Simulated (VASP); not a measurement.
# Rb2HgBr3 (P6/mmm) in VASP: a series of runs

Runs on Rb2HgBr3. Level: PBE. Tasks: single point, relaxation of cell and atoms.

All numbers are computed with VASP 6.6.1; they aren't measurements. Logs are shortened: lines on timing, memory, paths and dates and some standing lists are left out, and cuts for length are marked.

### 1 The cell of the first run

Symmetry: P6/mmm, No. 191, hexagonal system. Conventional cell: a = 8.243 Å, b = 8.243 Å, c = 4.937 Å, α = 90.00°, β = 90.00°, γ = 120.00°. Within 4.5 Å of Rb (site symmetry -6m2) lie 6 Br at 3.43 Å. Br (site symmetry mmm) has 4 Rb at 3.43 Å and 4 Br at 4.12 Å within 4.5 Å.

The cell was built from a structure type or drawn by symmetry, and may not be a known phase.

### 2 Single point, PBE

File INCAR:

```
  PREC = Accurate
  ENCUT = 520
  EDIFF = 1E-6
  ISMEAR = 0
  SIGMA = 0.1
  LREAL = F
  LASPH = T
  NELM = 100
  ALGO = Normal
  ISIF = 2
  LWAVE = F
  LCHARG = F
  GGA = PE
  NBANDS = 34
```

File KPOINTS:

```
regular mesh
0
Gamma
  3 3 4
```

File POSCAR:

```
Rb2HgBr3
1.0
    8.2431093965      0.0000000000      0.0000000000
   -4.1215546983      7.1387421436      0.0000000000
    0.0000000000      0.0000000000      4.9365617936
Rb Hg Br
2 1 3
Direct
    0.3333333333      0.6666666667      0.0000000000
    0.6666666667      0.3333333333      0.0000000000
    0.0000000000      0.0000000000      0.0000000000
    0.5000000000      0.0000000000      0.5000000000
    0.5000000000      0.5000000000      0.5000000000
    0.0000000000      0.5000000000      0.5000000000
```

Potentials or basis: VASP PAW PBE potentials, release 64 (Rb_sv, Hg, Br).

Command:

```bash
> cat potpaw_PBE.64/Rb_sv/POTCAR potpaw_PBE.64/Hg/POTCAR potpaw_PBE.64/Br/POTCAR > POTCAR
> mpirun -np 1 vasp_std > vasp.out
```

OUTCAR:

```text
PREC = Accurate
   ENCUT = 520
   EDIFF = 1E-6
   ISMEAR = 0
   LREAL = F
   LASPH = T
   NELM = 100
   ISIF = 2
   GGA = PE

 ion  position               nearest neighbor table
   1  0.333  0.667  0.000-   6 3.43   6 3.43   4 3.43   4 3.43   5 3.43   5 3.43   2 4.76   3 4.76
                             2 4.76   3 4.76   3 4.76   2 4.76
   2  0.667  0.333  0.000-   6 3.43   6 3.43   4 3.43   4 3.43   5 3.43   5 3.43   1 4.76   3 4.76
                             1 4.76   3 4.76   3 4.76   1 4.76
   3  0.000  0.000  0.000-   1 4.76   2 4.76   2 4.76   1 4.76   2 4.76   1 4.76
   4  0.500  0.000  0.500-   1 3.43   2 3.43   1 3.43   2 3.43
   5  0.500  0.500  0.500-   1 3.43   2 3.43   1 3.43   2 3.43
   6  0.000  0.500  0.500-   1 3.43   2 3.43   1 3.43   2 3.43

  LATTYP: Found a hexagonal cell.
 ALAT       =     8.2431093965
 C/A-ratio  =     0.5988713186

  Lattice vectors:

 A1 = (   8.2431093965,   0.0000000000,   0.0000000000)
 A2 = (  -4.1215546983,   7.1387421436,   0.0000000000)
 A3 = (   0.0000000000,   0.0000000000,   4.9365617936)

Analysis of symmetry for initial positions (statically):
=====================================================================
 Subroutine PRICEL returns:
 Original cell was already a primitive cell.

 Routine SETGRP: Setting up the symmetry group for a
 hexagonal supercell.

 Subroutine GETGRP returns: Found 24 space group operations
 (whereof 24 operations were pure point group operations)
 out of a pool of 24 trial point group operations.

The static configuration has the point symmetry D_6h.

Analysis of symmetry for dynamics (positions and initial velocities):
=====================================================================
 Subroutine PRICEL returns:
 Original cell was already a primitive cell.

 Routine SETGRP: Setting up the symmetry group for a
 hexagonal supercell.

 Subroutine GETGRP returns: Found 24 space group operations
 (whereof 24 operations were pure point group operations)
 out of a pool of 24 trial point group operations.

The dynamic configuration has the point symmetry D_6h.

 Subroutine INISYM returns: Found 24 space group operations
 (whereof 24 operations are pure point group operations),
 and found     1 'primitive' translations

----------------------------------------------------------------------------------------

                                     Primitive cell

  volume of cell :     290.4941

  direct lattice vectors                    reciprocal lattice vectors
     8.243109396  0.000000000  0.000000000     0.121313445  0.070040350  0.000000000
    -4.121554698  7.138742144  0.000000000     0.000000000  0.140080700  0.000000000
     0.000000000  0.000000000  4.936561794     0.000000000  0.000000000  0.202570137

  length of vectors
     8.243109396  8.243109397  4.936561794     0.140080700  0.140080700  0.202570137

  position of ions in fractional coordinates (direct lattice)
     0.333333333  0.666666667  0.000000000
     0.666666667  0.333333333  0.000000000
     0.000000000  0.000000000  0.000000000
     0.500000000  0.000000000  0.500000000
     0.500000000  0.500000000  0.500000000
     1.000000000  0.500000000  0.500000000

  ion indices of the primitive-cell ions
   primitive index   ion index
                 1           1
                 2           2
                 3           3
                 4           4
                 5           5
                 6           6

----------------------------------------------------------------------------------------

 KPOINTS: regular mesh

Automatic generation of k-mesh.
 Grid dimensions read from file:
 generate k-points for:    3    3    4

 Generating k-lattice:

  Cartesian coordinates                     Fractional coordinates (reciprocal lattice)
     0.040437815  0.023346783  0.000000000     0.333333333  0.000000000  0.000000000
     0.000000000  0.046693567  0.000000000     0.000000000  0.333333333  0.000000000
     0.000000000  0.000000000  0.050642534     0.000000000  0.000000000  0.250000000

  Length of vectors
     0.046693567  0.046693567  0.050642534

  Shift w.r.t. Gamma in fractional coordinates (k-lattice)
     0.000000000  0.000000000  0.000000000

 Subroutine IBZKPT returns following result:
 ===========================================

 Found      9 irreducible k-points:

 Following reciprocal coordinates:
            Coordinates               Weight
  0.000000  0.000000  0.000000      1.000000
  0.333333  0.000000  0.000000      6.000000
  0.333333  0.333333  0.000000      2.000000
  0.000000  0.000000  0.250000      2.000000
  0.333333  0.000000  0.250000     12.000000
  0.333333  0.333333  0.250000      4.000000
  0.000000  0.000000  0.500000      1.000000
  0.333333  0.000000  0.500000      6.000000
  0.333333  0.333333  0.500000      2.000000
   k-points           NKPTS =      9   k-points in BZ     NKDIM =      9   number of bands    NBANDS=     34
   number of dos      NEDOS =    301   number of ions     NIONS =      6
   total plane-waves  NPLWV = 163840
   dimension x,y,z NGX =    64 NGY =   64 NGZ =   40
   dimension x,y,z NGXF=   128 NGYF=  128 NGZF=   80
   ions per type =               2   1   3
   NGX,Y,Z   is equivalent  to a cutoff of  12.91, 12.91, 13.47 a.u.
   NGXF,Y,Z  is equivalent  to a cutoff of  25.81, 25.81, 26.94 a.u.
 SYSTEM =  unknown system
   PREC   = accura    normal or accurate (medium, high low for compatibility)
   ISTART =      0    job   : 0-new  1-cont  2-samecut
   ICHARG =      2    charge: 1-file 2-atom 10-const
   ISPIN  =      1    spin polarized calculation?
   LNONCOLLINEAR =      F non collinear calculations
   LSORBIT =      F    spin-orbit coupling
   LASPH  =      T    aspherical Exc in radial PAW
   ENCUT  =  520.0 eV  38.22 Ry    6.18 a.u.  15.33 15.33  9.18*2*pi/ulx,y,z
   NELM   =    100;   NELMIN=  2; NELMDL= -5     # of ELM steps
   EDIFF  = 0.1E-05   stopping-criterion for ELM
   LREAL  =      F    real-space projection
   EDIFFG = 0.1E-04   stopping-criterion for IOM
   NSW    =      0    number of steps for IOM
   IBRION =     -1    ionic relax: 0-MD 1-quasi-New 2-CG
   NFREE  =      0    steps in history (QN), initial steepest desc. (CG)
   ISIF   =      2    stress and relaxation
   ISYM   =      2    0-nonsym 1-usesym 2-fastsym
   POTIM  = 0.5000    time-step for ionic-motion
   TEBEG  =    0.0;   TEEND  =   0.0 temperature during run
   PSTRESS=    0.0 pullay stress
   NELECT =      51.0000    total number of electrons
   NUPDOWN=      -1.0000    fix difference up-down
   EMIN   =  10.00;   EMAX   =-10.00  energy-range for DOS
   EFERMI =   0.00;   METHOD = LEGACY
   ISMEAR =     0;   SIGMA  =   0.10  broadening in eV -4-tet -1-fermi 0-gaus
   EFERMI_NEDOS =   21; number of points for ismear=-14 and -15
   IALGO  =     38    algorithm
   IMIX   =      4    mixing-type and parameters
     AMIX     =   0.40;   BMIX     =  1.00
     AMIX_MAG =   1.60;   BMIX_MAG =  1.00
  volume/ion in A,a.u.               =      48.42       326.73
  Fermi-wavevector in a.u.,A,eV,Ry     =   0.916683  1.732279 11.433077  0.840307
  Thomas-Fermi vector in A             =   2.041566
   LORBIT       =      0    0 simple, 1 ext, 2 COOP (PROOUT), +10 PAW based schemes
   GGA     = PE    functional components
   LHFCALC =     F    Hartree Fock is set to
   AEXX    =    0.0000 exact exchange contribution
   IVDW    =     0    specifies the selected vdW correction
   LEPSILON=     F    determine dielectric tensor
   LRPA    =     F    only Hartree local field effects (RPA)
 non-spin polarized calculation
 Gauss-broadening in eV      SIGMA  =   0.10
  energy-cutoff  :      520.00
  volume of cell :      290.49
 maximum number of plane-waves:      7902
 NGX is ok and might be reduce to    64
   NGX = 31   NGY = 31   NGZ = 19

 number of electron      50.9999994 magnetization

 Free energy of the ion-electron system (eV)
  ---------------------------------------------------
  ext. energy  EPLUGINS =         0.00000000
  ---------------------------------------------------
  free energy    TOTEN  =       -12.87404791 eV

  energy without entropy =      -12.81390233  energy(sigma->0) =      -12.84397512

 E-fermi :  -2.6239     XC(G=0):  -6.6229

 val. band max:       -2.6278976232   @ k =   0.3333   0.0000   0.5000
 cond. band min:      -2.6186830507   @ k =   0.0000   0.0000   0.2500
 fundamental gap:      0.0092145724
 Fermi energy:        -2.6239091417

 k-point     1 :       0.0000    0.0000    0.0000
  band No.  band energies     occupation
      1     -27.2314      2.00000
      2     -27.2255      2.00000
      3     -15.2064      2.00000
      4     -15.1158      2.00000
      5     -15.1158      2.00000
      6     -11.3630      2.00000
[... 26 lines left out ...]
     33       4.7237      0.00000
     34       5.1955      0.00000

 k-point     2 :       0.3333    0.0000    0.0000
  band No.  band energies     occupation
      1     -27.2302      2.00000
      2     -27.2268      2.00000
      3     -15.1873      2.00000
      4     -15.1352      2.00000
      5     -15.1160      2.00000
      6     -11.3586      2.00000
[... 26 lines left out ...]
     33       4.6733      0.00000
     34       5.5701      0.00000

 k-point     3 :       0.3333    0.3333    0.0000
  band No.  band energies     occupation
      1     -27.2285      2.00000
      2     -27.2285      2.00000
      3     -15.1613      2.00000
      4     -15.1613      2.00000
      5     -15.1162      2.00000
      6     -11.3537      2.00000
[... 26 lines left out ...]
     33       5.2830      0.00000
     34       5.2830      0.00000
[... 149 lines left out ...]
 k-point     8 :       0.3333    0.0000    0.5000
  band No.  band energies     occupation
      1     -27.2272      2.00000
      2     -27.2242      2.00000
      3     -15.2328      2.00000
      4     -15.1130      2.00000
      5     -15.0666      2.00000
      6     -11.4375      2.00000
[... 26 lines left out ...]
     33       5.4171      0.00000
     34       5.6127      0.00000

 k-point     9 :       0.3333    0.3333    0.5000
  band No.  band energies     occupation
      1     -27.2257      2.00000
      2     -27.2257      2.00000
      3     -15.1741      2.00000
      4     -15.1741      2.00000
      5     -15.0668      2.00000
      6     -11.4414      2.00000
[... 26 lines left out ...]
     33       5.1612      0.00000
     34       5.1612      0.00000

------------------------ aborting loop because EDIFF is reached ----------------------------------------

  FORCE on cell =-STRESS in cart. coord.  units (eV):
  Direction    XX          YY          ZZ          XY          YZ          ZX
  --------------------------------------------------------------------------------------
  -------------------------------------------------------------------------------------
  Total        0.2434974      0.2434974      0.6047333     -0.0000000      0.0000000      0.0000000
  in kB        1.3429739      1.3429739      3.3353173     -0.0000000      0.0000000      0.0000000
  external PRESSURE =       2.0070883 kB  Pullay stress =       0.0000000 kB

 VOLUME and BASIS-vectors are now :
 -----------------------------------------------------------------------------
  energy-cutoff  :      520.00
  volume of cell :      290.49
      direct lattice vectors                 reciprocal lattice vectors
     8.243109396  0.000000000  0.000000000     0.121313445  0.070040350  0.000000000
    -4.121554698  7.138742144  0.000000000     0.000000000  0.140080700  0.000000000
     0.000000000  0.000000000  4.936561794     0.000000000  0.000000000  0.202570137

 POSITION                                       TOTAL-FORCE (eV/Angst)
 -----------------------------------------------------------------------------------
     -0.00000      4.75916      0.00000         0.000000     -0.000000      0.000000
      4.12155      2.37958      0.00000        -0.000000      0.000000     -0.000000
      0.00000      0.00000      0.00000         0.000000     -0.000000      0.000000
      4.12155      0.00000      2.46828         0.000000     -0.000000      0.000000
      2.06078      3.56937      2.46828         0.000000     -0.000000      0.000000
     -2.06078      3.56937      2.46828         0.000000     -0.000000      0.000000
 -----------------------------------------------------------------------------------
    total drift:                                0.000000      0.000000      0.000000

  FREE ENERGIE OF THE ION-ELECTRON SYSTEM (eV)
  ---------------------------------------------------
  free  energy   TOTEN  =       -12.8740479070 eV

  energy  without entropy=      -12.8139023302  energy(sigma->0) =      -12.84397512
```

Wall time 74 s (1 thread of Intel Xeon 6975P-C (Granite Rapids), shared host); peak memory 0.44 GiB.

Results:

- Free energy: -12.8740 eV
- Pressure: 0.2 GPa
- Band gap on the k mesh: zero (an odd number of electrons rules out a gap without spin polarisation)

Levels at points of the mesh, in eV from the Fermi level:
```tsv
k point	band 22	band 23	band 24	band 25	band 26	band 27	band 28	band 29	band 30	band 31
(0.00, 0.00, 0.00)	-0.56	-0.43	-0.01	0.01	0.01	5.34	5.38	5.38	6.39	7.22
(0.00, 0.00, 0.50)	-0.62	-0.16	-0.03	-0.03	0.02	4.55	5.06	5.06	7.42	7.48
```

Caveat: spin-orbit coupling is left out, which moves the levels of the heavy elements; an odd number of electrons without spin polarisation forces a metal; a magnetic or distorted state may lie lower.

### 3 Relaxation of cell and atoms, PBE

This run uses another cell than the first one, of 32.97 Å³/atom.

File INCAR:

```
SYSTEM = Rb2HgBr3
PREC = Accurate ; ENCUT = 600
EDIFF = 1E-6 ; ISMEAR = 0
SIGMA = 0.1 ; LREAL = .FALSE.
LASPH = .TRUE. ; NELM = 100
ALGO = Normal ; ISIF = 3
LWAVE = .FALSE. ; LCHARG = .FALSE.
GGA = PE ; IBRION = 2
NSW = 90 ; EDIFFG = -0.04
```

File KPOINTS:

```
regular mesh
0
G
  3 3 4
  0 0 0
```

File POSCAR:

```
Rb2HgBr3
1.0
    7.5015568200      0.0000000000      0.0000000000
   -3.7507784100      6.4965387700      0.0000000000
    0.0000000000      0.0000000000      4.0595542100
Rb Hg Br
2 1 3
Direct
    0.3333333300      0.6666666700      0.0000000000
    0.6666666700      0.3333333300      0.0000000000
    0.0000000000      0.0000000000      0.0000000000
    0.5000000000      0.0000000000      0.5000000000
    0.5000000000      0.5000000000      0.5000000000
    0.0000000000      0.5000000000      0.5000000000
```

Potentials or basis: VASP PAW PBE potentials, release 64 (Rb_sv, Hg, Br).

Command:

```bash
> cat potpaw_PBE.64/Rb_sv/POTCAR potpaw_PBE.64/Hg/POTCAR potpaw_PBE.64/Br/POTCAR > POTCAR
> mpirun -np 1 vasp_std > vasp.out
```

Wall time 3.2 min (1 thread of Intel Xeon 6975P-C (Granite Rapids), shared host); peak memory 0.38 GiB.

Results (log left out):

- Free energy: -12.8678 eV
- Relaxed volume: 51.00 Å³/atom
- Relaxed cell: a = 8.453 Å, b = 8.453 Å, c = 4.945 Å, α = 90.00°, β = 90.00°, γ = 120.00°
- Space group after relaxing (to 0.1 Å): P6/mmm (No. 191)
- Energy gained by relaxing: 371.6 meV/atom
- Ionic steps: 5
- Pressure after relaxing: -0.1 GPa
- Band gap on the k mesh: zero (an odd number of electrons rules out a gap without spin polarisation)

Step by step:
| step | energy change (eV) | largest force (eV/Å) | pressure (GPa) | volume (Å³) |
| --- | --- | --- | --- | --- |
| 1 | 0.0000 | 0.0000 | 9.56 | 197.84 |
| 2 | -2.0102 | 0.0000 | 1.74 | 259.49 |
| 3 | -2.1882 | 0.0000 | 0.63 | 282.03 |
| 4 | -2.1738 | 0.0000 | -0.55 | 330.84 |
| 5 | -2.2298 | 0.0000 | -0.09 | 306.00 |

Final structure:
```xyz
6
Lattice="8.4530 0.0000 0.0000 -4.2265 7.3205 0.0000 0.0000 0.0000 4.9450" Properties=species:S:1:pos:R:3 pbc="T T T"
Rb    0.0000    4.8804    0.0000
Rb    4.2265    2.4402    0.0000
Hg    0.0000    0.0000    0.0000
Br    4.2265    0.0000    2.4725
Br    2.1133    3.6603    2.4725
Br   -2.1133    3.6603    2.4725
```

Levels at points of the mesh, in eV from the Fermi level:
| k point | band 23 | band 24 | band 25 | band 26 | band 27 | band 28 | band 29 | band 30 |
| --- | --- | --- | --- | --- | --- | --- | --- | --- |
| (0.00, 0.00, 0.00) | -0.35 | -0.01 | 0.00 | 0.00 | 5.25 | 5.38 | 5.38 | 6.41 |
| (0.00, 0.00, 0.50) | -0.14 | -0.03 | -0.03 | 0.03 | 4.59 | 5.15 | 5.15 | 7.66 |

Caveat: the k points lie up to 0.32 Å⁻¹ apart in the final cell, too coarse for converged energies and pressures of a metal; the volume moved by over 15 % at a fixed basis, so the end points are rough; spin-orbit coupling is left out, which moves the levels of the heavy elements; an odd number of electrons without spin polarisation forces a metal; a magnetic or distorted state may lie lower.

### 4 Single point, PBE

This run uses another cell than the first one, of 32.97 Å³/atom.

File INCAR:

```
SYSTEM = Rb2HgBr3
PREC = Accurate
ENCUT = 520
EDIFF = 1E-6
ISMEAR = 0
SIGMA = 0.1
LREAL = .FALSE.
LASPH = .TRUE.
NELM = 100
ALGO = Fast
ISIF = 2
LWAVE = .FALSE.
LCHARG = .FALSE.
GGA = PE
NBANDS = 34
```

File KPOINTS:

```
Automatic mesh
0
G
  3 3 4
  0 0 0
```

POSCAR is that of step 3.

Command:

```bash
> cat potpaw_PBE.64/Rb_sv/POTCAR potpaw_PBE.64/Hg/POTCAR potpaw_PBE.64/Br/POTCAR > POTCAR
> mpirun -np 1 vasp_std > vasp.out
```

It took 68 s on 1 thread of Intel Xeon 6975P-C (Granite Rapids), shared host; peak memory 0.32 GiB.

It converged, with:

* Free energy: -10.6382 eV
* Pressure: 9.5 GPa
* Band gap on the k mesh: zero (an odd number of electrons rules out a gap without spin polarisation)

Stress tensor (GPa, compression positive):
```
 7.70  0.00  0.00
 0.00  7.70  0.00
 0.00  0.00 13.25
```

Levels at points of the mesh, in eV from the Fermi level:
| k point | band 24 | band 25 | band 26 | band 27 | band 28 | band 29 |
| --- | --- | --- | --- | --- | --- | --- |
| (0.00, 0.00, 0.00) | 0.06 | 0.11 | 0.11 | 5.65 | 5.77 | 5.77 |
| (0.00, 0.00, 0.50) | -0.16 | 0.07 | 0.10 | 3.91 | 4.99 | 4.99 |

Caveat: the k points lie up to 0.39 Å⁻¹ apart, too coarse for converged energies and pressures of a metal; spin-orbit coupling is left out, which moves the levels of the heavy elements; an odd number of electrons without spin polarisation forces a metal; a magnetic or distorted state may lie lower.

### 5 The runs side by side

```tsv
task	cell	cutoff (eV)	gap on the mesh (eV)	pressure (GPa)
single point	a = 8.243, b = 8.243, c = 4.937 Å, angles 90.0, 90.0, 120.0°, 6 atoms	520	none	0.2
relaxation of cell and atoms	relaxed from a = 7.502, b = 7.502, c = 4.060 Å, angles 90.0, 90.0, 120.0°, 6 atoms	600	none	-0.1
single point	a = 7.502, b = 7.502, c = 4.060 Å, angles 90.0, 90.0, 120.0°, 6 atoms	520	none	9.5
```

Alike in all rows: level PBE; potentials or basis VASP PAW PBE potentials, release 64 (Rb_sv, Hg, Br); no spin polarisation; k mesh 3 × 3 × 4; smearing gaussian 0.1 eV.

Caveats: some runs use coarse meshes; spin-orbit coupling is left out, which moves the levels of the heavy elements; an odd number of electrons without spin polarisation forces a metal; a magnetic or distorted state may lie lower; the volume moved by over 15 % at a fixed basis, so the end points are rough (at least some runs).

Total energies depend on the potentials used, so only differences within one code and one set of settings carry meaning.
